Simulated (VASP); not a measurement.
A run of VASP 6.6.1:

INCAR

```
  ALGO = Normal
  EDIFF = 1E-6
  ENCUT = 520
  GGA = PE
  ISIF = 2
  ISMEAR = 0
  LASPH = T
  LCHARG = F
  LREAL = F
  LWAVE = F
  NBANDS = 32
  NELM = 80
  PREC = Accurate
  SIGMA = 0.1
```

Contents of KPOINTS:

```
k-points
0
Gamma
  6 6 4
```

File POSCAR:

```
Ca2Zr2N
1.0
    5.9709475621      0.0000000040      0.0000000000
   -2.9854737845      5.1709922714      0.0000000000
    0.0000000000      0.0000000000      6.6302862285
Ca Zr N
2 2 1
Direct
    0.3333333333      0.6666666667      0.0000000000
    0.6666666667      0.3333333333      0.0000000000
    0.0000000000      0.0000000000      0.7863672106
    0.0000000000      0.0000000000      0.2136327894
    0.0000000000      0.0000000000      0.5000000000
```

Potentials or basis: VASP PAW PBE potentials, release 64 (Ca_sv, Zr_sv, N).

The run is started by

```console
$ cat potpaw_PBE.64/Ca_sv/POTCAR potpaw_PBE.64/Zr_sv/POTCAR potpaw_PBE.64/N/POTCAR > POTCAR
$ mpirun -np 1 vasp_std > vasp.out
```

Hardware: 1 thread of AMD EPYC 9R45 96-Core Processor (Zen 5), on a shared host.

Question: Estimate the wall time of this run.

Answer: It took 2.1 min on 1 thread of AMD EPYC 9R45 96-Core Processor (Zen 5), on a shared host, peak memory 0.38 GiB. Counts: scf iterations 16, k points 21.
